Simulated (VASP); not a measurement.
A run of VASP 6.6.1 is set up as follows.

INCAR

```
PREC = Accurate
ENCUT = 600
EDIFF = 1E-6
ISMEAR = 0
SIGMA = 0.1
LREAL = F
LASPH = T
NELM = 150
ALGO = Normal
ISIF = 3
LWAVE = F
LCHARG = F
ISPIN = 2
MAGMOM = 2.22 2.22 2.22 0.19
LORBIT = 11
LMAXMIX = 4
GGA = PE
IBRION = 2
NSW = 90
EDIFFG = -0.04
```

The input KPOINTS:

```
regular mesh
0
Gamma
  6 6 6
```

Contents of POSCAR:

```
Co3F
1.0
    3.4136635825      0.0000000000      0.0000000000
    0.0000000000      3.4136635825      0.0000000000
    0.0000000000      0.0000000000      3.4136635825
Co F
3 1
Direct
    0.0000000000      0.5000000000      0.5000000000
    0.5000000000      0.0000000000      0.5000000000
    0.5000000000      0.5000000000      0.0000000000
    0.0000000000      0.0000000000      0.0000000000
```

Potentials or basis: VASP PAW PBE potentials, release 64 (Co, F).

Command:

```sh
$ cat potpaw_PBE.64/Co/POTCAR potpaw_PBE.64/F/POTCAR > POTCAR
$ mpirun -np 1 vasp_std > vasp.out
```

Problem. Estimate the relaxed cell.

Solution. a = 3.603 Å, b = 3.603 Å, c = 3.603 Å, α = 90.00°, β = 90.00°, γ = 90.00°.

Problem. What does it give for the space group after relaxing (to 0.1 Å)?

Solution. Pm-3m (No. 221).

Problem. What does it give for the net moment?

Solution. 6.25 μB per cell.

Final structure:
```xyz
4
Lattice="3.6026 0.0000 0.0000 0.0000 3.6026 0.0000 0.0000 0.0000 3.6026" Properties=species:S:1:pos:R:3 pbc="T T T"
Co    0.0000    1.8013    1.8013
Co    1.8013    0.0000    1.8013
Co    1.8013    1.8013    0.0000
F     0.0000    0.0000    0.0000
```
